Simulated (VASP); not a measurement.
# W (Im-3m) in VASP: a series of runs, part 3 of 3

VASP 6.6.1. Earlier steps stand in the parts before.

## 6. Single point, B3LYP

Contents of POSCAR:

```
W
1.0
   -1.5823450000      1.5823450000      1.5823450000
    1.5823450000     -1.5823450000      1.5823450000
    1.5823450000      1.5823450000     -1.5823450000
W
1
Direct
    0.0000000000      0.0000000000      0.0000000000
```

Contents of INCAR.step1:

```
SYSTEM = W
PREC = Accurate
ENCUT = 520
EDIFF = 1E-5
ISMEAR = -1
SIGMA = 0.05
LREAL = .FALSE.
LASPH = .TRUE.
NELM = 80
ALGO = Normal
ISIF = 2
LWAVE = .TRUE.
LCHARG = .FALSE.
GGA = PE
NBANDS = 13
```

Contents of INCAR.step2:

```
SYSTEM = W
PREC = Accurate
ENCUT = 520
EDIFF = 1E-6
ISMEAR = -1
SIGMA = 0.05
LREAL = .FALSE.
LASPH = .TRUE.
NELM = 80
ALGO = Normal
ISIF = 2
LWAVE = .FALSE.
LCHARG = .FALSE.
GGA = B3
LHFCALC = .TRUE.
AEXX = 0.2
AGGAX = 0.72
AGGAC = 0.81
ALDAC = 0.19
PRECFOCK = Normal
ISTART = 1
NBANDS = 13
```

Contents of KPOINTS:

```
Automatic mesh
0
G
  6 6 6
  0 0 0
```

Potentials or basis: VASP PAW PBE potentials, release 64 (W_sv).

Command:

```console
$ cat potpaw_PBE.64/W_sv/POTCAR > POTCAR
$ cp INCAR.step1 INCAR
$ mpirun -np 1 vasp_std > vasp.out
$ cp INCAR.step2 INCAR
$ mpirun -np 1 vasp_std > vasp.out
```

OUTCAR:

```text
SYSTEM = W
   PREC = Accurate
   ENCUT = 520
   EDIFF = 1E-6
   ISMEAR = -1
   LREAL = .FALSE.
   LASPH = .TRUE.
   NELM = 80
   ISIF = 2
   GGA = B3
   LHFCALC = .TRUE.
   AEXX = 0.2
   PRECFOCK = Normal
   ISTART = 1

 ion  position               nearest neighbor table
   1  0.000  0.000  0.000-

  LATTYP: Found a body centered cubic cell.
 ALAT       =     3.1646900000

  Lattice vectors:

 A1 = (  -1.5823450000,   1.5823450000,   1.5823450000)
 A2 = (   1.5823450000,  -1.5823450000,   1.5823450000)
 A3 = (   1.5823450000,   1.5823450000,  -1.5823450000)

Analysis of symmetry for initial positions (statically):
=====================================================================
 Subroutine PRICEL returns:
 Original cell was already a primitive cell.

 Routine SETGRP: Setting up the symmetry group for a
 body centered cubic supercell.

 Subroutine GETGRP returns: Found 48 space group operations
 (whereof 48 operations were pure point group operations)
 out of a pool of 48 trial point group operations.

The static configuration has the point symmetry O_h .

Analysis of symmetry for dynamics (positions and initial velocities):
=====================================================================
 Subroutine PRICEL returns:
 Original cell was already a primitive cell.

 Routine SETGRP: Setting up the symmetry group for a
 body centered cubic supercell.

 Subroutine GETGRP returns: Found 48 space group operations
 (whereof 48 operations were pure point group operations)
 out of a pool of 48 trial point group operations.

The dynamic configuration has the point symmetry O_h .

 Subroutine INISYM returns: Found 48 space group operations
 (whereof 48 operations are pure point group operations),
 and found     1 'primitive' translations

[... 114 lines left out ...]
   NKREDZ  =     1    reduce k-point grid by
   AEXX    =    0.2000 exact exchange contribution
   HFSCREEN=    0.0000 screening length (either q_TF or 0.3 A-1)
   HFSCREENC=   0.0000 screening length for correlation (either q_TF or 0.3 A-1)
   ENCUTFOCK=  -1.0 apply spherical cutoff to Coloumb kernel
   IVDW    =     0    specifies the selected vdW correction
   LEPSILON=     F    determine dielectric tensor
   LRPA    =     F    only Hartree local field effects (RPA)
 non-spin polarized calculation
  energy-cutoff  :      520.00
  volume of cell :       15.85
 maximum number of plane-waves:       438
  NGX = 16; NGY = 16; NGZ = 16

 number of electron      14.0000004 magnetization

 Free energy of the ion-electron system (eV)
  ---------------------------------------------------
  ext. energy  EPLUGINS =         0.00000000
  ---------------------------------------------------
  free energy    TOTEN  =       -14.11777796 eV

  energy without entropy =      -14.11777547  energy(sigma->0) =      -14.11777671

 E-fermi :  11.8436     XC(G=0): -10.8510

 val. band max:       11.2918022472   @ k =   0.1667   0.0000   0.0000
 cond. band min:      12.4269451943   @ k =  -0.3333   0.3333   0.1667
 fundamental gap:      1.1351429471
 Fermi energy:        11.8435572470

 k-point     1 :       0.0000    0.0000    0.0000
  band No.  band energies     occupation
      1     -65.8084      2.00000
      2     -28.3353      2.00000
      3     -28.3353      2.00000
      4     -28.3353      2.00000
      5       0.8729      2.00000
      6       9.7713      2.00000
      7       9.7713      2.00000
      8       9.7713      2.00000
      9      14.8028      0.00000
     10      14.8028      0.00000
     11      27.4064      0.00000
     12      27.4064      0.00000
     13      27.4064      0.00000
[... 226 lines left out ...]
  band No.  band energies     occupation
      1     -65.5299      2.00000
      2     -29.3403      2.00000
      3     -29.3403      2.00000
      4     -29.3403      2.00000
      5       4.9667      2.00000
      6       4.9667      2.00000
      7      17.6282      0.00000
      8      17.6282      0.00000
      9      17.6282      0.00000
     10      20.9871      0.00000
     11      20.9871      0.00000
     12      20.9871      0.00000
     13      29.3029      0.00000

------------------------ aborting loop because EDIFF is reached ----------------------------------------

  FORCE on cell =-STRESS in cart. coord.  units (eV):
  Direction    XX          YY          ZZ          XY          YZ          ZX
  --------------------------------------------------------------------------------------
  -------------------------------------------------------------------------------------
  Total        0.7351605      0.7351605      0.7351605     -0.0000000     -0.0000000     -0.0000000
  in kB       74.3240254     74.3240254     74.3240254     -0.0000000     -0.0000000     -0.0000000
  external PRESSURE =      74.3240254 kB  Pullay stress =       0.0000000 kB

 VOLUME and BASIS-vectors are now :
 -----------------------------------------------------------------------------
  energy-cutoff  :      520.00
  volume of cell :       15.85
      direct lattice vectors                 reciprocal lattice vectors
    -1.582345000  1.582345000  1.582345000     0.000000000  0.315986716  0.315986716
     1.582345000 -1.582345000  1.582345000     0.315986716  0.000000000  0.315986716
     1.582345000  1.582345000 -1.582345000     0.315986716  0.315986716  0.000000000

 POSITION                                       TOTAL-FORCE (eV/Angst)
 -----------------------------------------------------------------------------------
      0.00000      0.00000      0.00000         0.000000     -0.000000      0.000000
 -----------------------------------------------------------------------------------
    total drift:                               -0.000000     -0.000000     -0.000000

  FREE ENERGIE OF THE ION-ELECTRON SYSTEM (eV)
  ---------------------------------------------------
  free  energy   TOTEN  =       -14.1177779613 eV

  energy  without entropy=      -14.1177754654  energy(sigma->0) =      -14.11777671
```

OSZICAR.step1:

```text
N       E                     dE             d eps       ncg     rms          rms(c)
DAV:   1     0.806025657525E+02    0.80603E+02   -0.75319E+03   424   0.121E+03
DAV:   2    -0.120735926884E+02   -0.92676E+02   -0.89105E+02   466   0.307E+02
DAV:   3    -0.135812815427E+02   -0.15077E+01   -0.15019E+01   456   0.386E+01
DAV:   4    -0.135869677264E+02   -0.56862E-02   -0.56861E-02   446   0.266E+00
DAV:   5    -0.135870144147E+02   -0.46688E-04   -0.46687E-04   476   0.227E-01    0.210E+01
DAV:   6    -0.131140725925E+02    0.47294E+00   -0.39975E-01   431   0.851E+00    0.844E+00
DAV:   7    -0.130024228678E+02    0.11165E+00   -0.17987E-01   456   0.540E+00    0.530E-01
DAV:   8    -0.129983530390E+02    0.40698E-02   -0.31836E-03   421   0.682E-01    0.331E-01
DAV:   9    -0.129983723344E+02   -0.19295E-04   -0.18953E-04   446   0.185E-01    0.543E-02
DAV:  10    -0.129983644217E+02    0.79126E-05   -0.10774E-05   243   0.493E-02
   1 F= -.12998364E+02 E0= -.12996459E+02  d E =-.381158E-02
```

It took 15 min on 1 thread of Oxide Virtual Turin-like, shared host; peak memory 0.11 GiB.

Results:

```yaml
Free_energy: -14.1178 eV
Pressure: 7.4 GPa
Band_gap_on_the_k_mesh: zero (bands 7 and 8 overlap by 7.86 eV)
```

Caveat: the k points lie up to 0.47 Å⁻¹ apart, too coarse for converged energies and pressures of a metal; the PAW data sets were made with another functional, which shifts forces and pressure a little; spin-orbit coupling is left out, which moves the levels of the heavy elements.

## 7. Single point, HSE06, non-collinear spin, zero start, spin-orbit coupling

POSCAR is that of step 6.

Contents of INCAR.step1:

```
ALGO = Normal
EDIFF = 1E-5
ENCUT = 520
GGA = PE
GGA_COMPAT = F
ISIF = 2
ISMEAR = -1
LASPH = T
LCHARG = F
LMAXMIX = 4
LORBIT = 11
LORBMOM = T
LREAL = F
LSORBIT = T
LWAVE = T
MAGMOM = 0 0 0
NBANDS = 25
NELM = 150
PREC = Accurate
SIGMA = 0.05
```

Contents of INCAR.step2:

```
ALGO = Normal
EDIFF = 1E-6
ENCUT = 520
GGA = PE
GGA_COMPAT = F
HFSCREEN = 0.2079
ISIF = 2
ISMEAR = -1
ISTART = 1
LASPH = T
LCHARG = F
LHFCALC = T
LMAXMIX = 4
LORBIT = 11
LORBMOM = T
LREAL = F
LSORBIT = T
LWAVE = F
MAGMOM = 0 0 0
NBANDS = 25
NELM = 150
PREC = Accurate
PRECFOCK = Normal
SIGMA = 0.05
```

Contents of KPOINTS:

```
k-points
0
Gamma
  5 5 5
```

Command:

```console
$ cat potpaw_PBE.64/W_sv/POTCAR > POTCAR
$ cp INCAR.step1 INCAR
$ mpirun -np 1 vasp_ncl > vasp.out
$ cp INCAR.step2 INCAR
$ mpirun -np 1 vasp_ncl > vasp.out
```

Run time: 12 min. Hardware: 1 thread of Oxide Virtual Turin-like, shared host; peak memory 0.24 GiB.

It converged, with:

- Free energy: -15.9301 eV
- Pressure: 0.2 GPa
- Net moment: 0.00 μB per cell
- Valence electrons inside the program's atomic spheres: W 12.08

Moments on the atoms (μB; x, y, z):
```
W   0.00 0.00 0.00
```

Caveat: the k points lie up to 0.56 Å⁻¹ apart; the PAW data sets were made with another functional, which shifts forces and pressure a little.

## 8. The runs side by side

```tsv
level	spin	cell	k mesh	share of exact exchange	screening parameter	gap on the mesh (eV)	pressure (GPa)
HSE06	off	a = 2.741 Å, angles 109.5°, 1 atom	8 × 8 × 8	0.25	0.2079 1/Å	none	-1.1
HSE06	off	a = 2.794 Å, angles 109.5°, 1 atom	8 × 8 × 8	0.25	0.2079 1/Å	none	-18.3
HSE06	off	a = 2.777 Å, angles 109.5°, 1 atom	8 × 8 × 8	0.25	0.2079 1/Å	none	-13.1
PBE0	off	a = 2.722 Å, angles 109.5°, 1 atom	8 × 8 × 8	0.25	-	none	6.3
B3LYP	off	a = 2.741 Å, angles 109.5°, 1 atom	6 × 6 × 6	0.2	-	none	7.4
HSE06	non-collinear, zero start, SOC	a = 2.741 Å, angles 109.5°, 1 atom	5 × 5 × 5	0.25	0.2079 1/Å	-	0.2
```

Alike in all rows: task single point; potentials or basis VASP PAW PBE potentials, release 64 (W_sv); cutoff (eV) 520; smearing fermi-dirac 0.05 eV.

Caveats: some runs use coarse meshes; the PAW data sets were made with another functional, which shifts forces and pressure a little; spin-orbit coupling is left out, which moves the levels of the heavy elements (at least some runs); the cell stands under tension (at least some runs); the cell stands under pressure (at least some runs).

Total energies depend on the potentials used, so only differences within one code and one set of settings carry meaning.

The gap in the log of VASP goes by the Fermi energy; the results here count the filled bands.